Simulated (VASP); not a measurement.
Here is a VASP 6.6.1 calculation.

File INCAR:

```
PREC = Accurate ; ENCUT = 520
EDIFF = 1E-7 ; ISMEAR = -1
SIGMA = 0.05 ; LREAL = False
LASPH = True ; NELM = 80
ALGO = Fast ; ISIF = 2
LWAVE = False ; LCHARG = False
NBANDS = 11
```

KPOINTS

```
Automatic mesh
0
Gamma
  12 12 12
```

The input POSCAR:

```
Pd
1.0
   -1.5929712806      1.5929712806      1.5929712806
    1.5929712806     -1.5929712806      1.5929712806
    1.5929712806      1.5929712806     -1.5929712806
Pd
1
Direct
    0.0000000000      0.0000000000      0.0000000000
```

Potentials or basis: VASP PAW LDA potentials, release 64 (Pd).

The run is started by

```bash
$ cat potpaw_LDA.64/Pd/POTCAR > POTCAR
$ mpirun -np 1 vasp_std > vasp.out
```

(1) What does it give for the band gap on the k mesh?

(2) Estimate the pressure.

Results:

(1) zero (band 5 reaches 8.61 eV, above the bottom of band 6 at 7.18 eV).

(2) -19.7 GPa.
